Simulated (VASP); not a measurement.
Crystal: Hf5F.

```
CELL_PARAMETERS angstrom
2.90126 0.00000 0.00000
-1.45063 2.51256 0.00000
0.00000 0.00000 14.10225
ATOMIC_POSITIONS crystal
Hf 0.66667 0.33333 0.83533
Hf 0.00000 0.00000 0.66764
Hf 0.66667 0.33333 0.50000
Hf 0.00000 0.00000 0.33236
Hf 0.66667 0.33333 0.16467
F 0.00000 0.00000 0.00000
```

The cell was generated, and may not be a known phase.

* Program: VASP 6.6.1
* Task: relaxation of cell and atoms
* Functional: PBE
* Potentials or basis: VASP PAW PBE potentials, release 64 (Hf_pv, F)
* Cutoff: 600 eV
* k mesh: 6 × 6 × 2
* Occupations: gaussian, width 0.1 eV
* Spin: no spin polarisation

At the start: pressure 26.8 GPa; volume 17.13 Å³/atom.

Where does the relaxation end?

Over 13 steps the energy falls by 476.5 meV/atom and the volume is 19.94 Å³/atom (+16.4 %); space group P-6m2 (No. 187, to 0.1 Å) before and after.

Step by step:
| step | energy change (eV) | largest force (eV/Å) | pressure (GPa) | volume (Å³) |
| --- | --- | --- | --- | --- |
| 1 | 0.0000 | 2.9233 | 26.78 | 102.80 |
| 2 | -0.8303 | 0.7523 | -14.68 | 151.23 |
| 3 | -2.1083 | 0.9364 | -2.57 | 127.24 |
| 4 | -2.1098 | 0.9725 | -2.08 | 126.59 |
| 5 | -2.3839 | 0.8338 | -1.17 | 124.28 |
| 6 | -2.5059 | 0.7764 | 0.59 | 121.39 |
| 7 | -2.6855 | 0.5430 | -0.46 | 121.60 |
| 8 | -2.8326 | 0.1914 | -2.26 | 122.17 |
| 9 | -2.8406 | 0.0648 | -2.07 | 122.07 |
| 10 | -2.7859 | 0.2259 | 4.62 | 114.85 |
| 11 | -2.8575 | 0.0402 | -0.06 | 119.67 |
| 12 | -2.8575 | 0.0416 | -0.01 | 119.62 |
| 13 | -2.8588 | 0.0391 | -0.06 | 119.66 |

Final structure:
```xyz
6
Lattice="3.1741 0.0000 0.0000 -1.5870 2.7488 0.0000 0.0000 0.0000 13.7150" Properties=species:S:1:pos:R:3 pbc="T T T"
Hf    1.5870    0.9163   11.8680
Hf    0.0000    0.0000    9.4480
Hf    1.5870    0.9163    6.8575
Hf    0.0000    0.0000    4.2670
Hf    1.5870    0.9163    1.8470
F    -1.5870    2.7488    0.0000
```

Caveat: the k points lie up to 0.38 Å⁻¹ apart in the final cell, too coarse for converged energies and pressures of a metal; the volume moved by over 15 % at a fixed basis, so the end points are rough; an odd number of electrons without spin polarisation forces a metal; a magnetic or distorted state may lie lower.
